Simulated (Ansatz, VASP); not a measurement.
# Al2GaP3 in VASP and in Ansatz

Contents of INCAR:

```
SYSTEM = Al2GaP3
ALGO     = Normal         ! electronic algorithm
EDIFF    = 1E-6           ! SCF threshold, eV
ENCUT    = 520            ! plane-wave cutoff, eV
GGA      = PE             ! functional
ISIF     = 2              ! what is computed and relaxed
ISMEAR   = 0              ! smearing method
LASPH    = .TRUE.         ! aspherical terms in the spheres
LCHARG   = .FALSE.        ! write CHGCAR
LREAL    = .FALSE.        ! projectors in reciprocal space
LWAVE    = .FALSE.        ! write WAVECAR
NBANDS   = 46             ! bands
NELM     = 60             ! most SCF steps
PREC     = Accurate       ! precision mode
SIGMA    = 0.1            ! smearing width, eV
```

The input KPOINTS:

```
k-points
0
G
  6 6 1
  0 0 0
```

POSCAR

```
Al2GaP3
1.0
    3.8948506851      0.0000000000      0.0000000000
   -1.9474253426      3.3730396373      0.0000000000
    0.0000000000      0.0000000000     19.0754869737
Al Ga P
4 2 6
Direct
    0.3333333333      0.6666666667      0.1665776560
    0.3333333333      0.6666666667      0.6665776560
    0.6666666667      0.3333333333      0.3332679516
    0.6666666667      0.3333333333      0.8332679516
    0.0000000000      1.0000000000      0.0000697094
    0.0000000000      1.0000000000      0.5000697094
    0.0000000000      0.0000000000      0.1252691277
    1.0000000000      0.0000000000      0.6252691277
    0.6666666667      0.3333333333      0.4580922101
    0.6666666667      0.3333333333      0.9580922101
    0.3333333333      0.6666666667      0.2917233453
    0.3333333333      0.6666666667      0.7917233453
```

Input for Ansatz:

```yaml
crystal:
  lattice:
    - [3.8948506851, 0.0, 0.0]
    - [-1.9474253426, 3.3730396373, 0.0]
    - [0.0, 0.0, 19.0754869737]
  atoms:
    - { symbol: Al, position: [0.3333333333, 0.6666666667, 0.166577656] }
    - { symbol: Al, position: [0.3333333333, 0.6666666667, 0.666577656] }
    - { symbol: Al, position: [0.6666666667, 0.3333333333, 0.3332679516] }
    - { symbol: Al, position: [0.6666666667, 0.3333333333, 0.8332679516] }
    - { symbol: Ga, position: [0.0, 1.0, 6.97094e-05] }
    - { symbol: Ga, position: [0.0, 1.0, 0.5000697094] }
    - { symbol: P, position: [0.0, 0.0, 0.1252691277] }
    - { symbol: P, position: [1.0, 0.0, 0.6252691277] }
    - { symbol: P, position: [0.6666666667, 0.3333333333, 0.4580922101] }
    - { symbol: P, position: [0.6666666667, 0.3333333333, 0.9580922101] }
    - { symbol: P, position: [0.3333333333, 0.6666666667, 0.2917233453] }
    - { symbol: P, position: [0.3333333333, 0.6666666667, 0.7917233453] }
basis:
  ecutwfc: 420
kpoints:
  mp_grid: { grid: [6, 6, 1] }
hamiltonian:
  xc: pbe
scf:
  occupations: { method: gaussian, width: 0.1 }
  lower_state_search: "off"
output:
  forces: true
  stress: true
  eigenvalues: true
```

Alike in both runs: task single point; functional PBE; k mesh 6 × 6 × 1; occupations gaussian, width 0.1 eV; no spin polarisation.

|  | VASP | Ansatz |
| --- | --- | --- |
| version | VASP 6.6.1 | Ansatz 0.2.0 |
| potentials or method | VASP PAW PBE potentials, release 64 (Al, Ga_d, P), cutoff 520 eV | scalar-relativistic, plane waves, PAW |
| valence electrons in the cell | 68 | 68 |

Ansatz gave:

| Property | Result |
| --- | --- |
| gap on the k mesh at the Fermi level (eV) | 1.61 |
| least direct gap on the mesh (eV) | 1.99 |
| pressure (GPa) | 0.0 |
| traceless stress, the component that is largest in VASP (GPa) | -0.08 |
| rms of the force components (eV/Å) | 0.002 |

Which values does VASP return?

gap on the k mesh at the Fermi level (eV): 1.61; least direct gap on the mesh (eV): 1.98; pressure (GPa): -0.1; traceless stress, the component that is largest in VASP (GPa): -0.08; rms of the force components (eV/Å): 0.004.

Atom by atom the forces differ by 0.002 eV/Å (rms over components).
